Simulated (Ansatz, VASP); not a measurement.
# K: VASP beside Ansatz

```xyz
1
Lattice="3.9692 0.0000 0.0000 0.0000 3.9692 0.0000 0.0000 0.0000 3.9692" Properties=species:S:1:pos:R:3 pbc="T T T"
K     0.0000    0.0000    0.0000
```

Change from the starting cell: volume scaled by 0.9, LAPW.

Alike in both runs: task single point; functional LDA; k mesh 9 × 9 × 9; occupations fermi-dirac, width 0.05 eV; no spin polarisation.

|  | VASP | Ansatz |
| --- | --- | --- |
| version | VASP 6.6.1 | Ansatz 0.2.0 |
| potentials or method | VASP PAW LDA potentials, release 64 (K_sv), cutoff 500 eV | all-electron LAPW, scalar-relativistic |

```csv
,VASP,Ansatz,Ansatz less VASP
pressure (GPa),0.4,0.4,+0.01
```

LDA's correlation is that of Perdew and Zunger in VASP and of Perdew and Wang (1992) in Ansatz. Ansatz ran all-electron here, and VASP with PAW potentials.
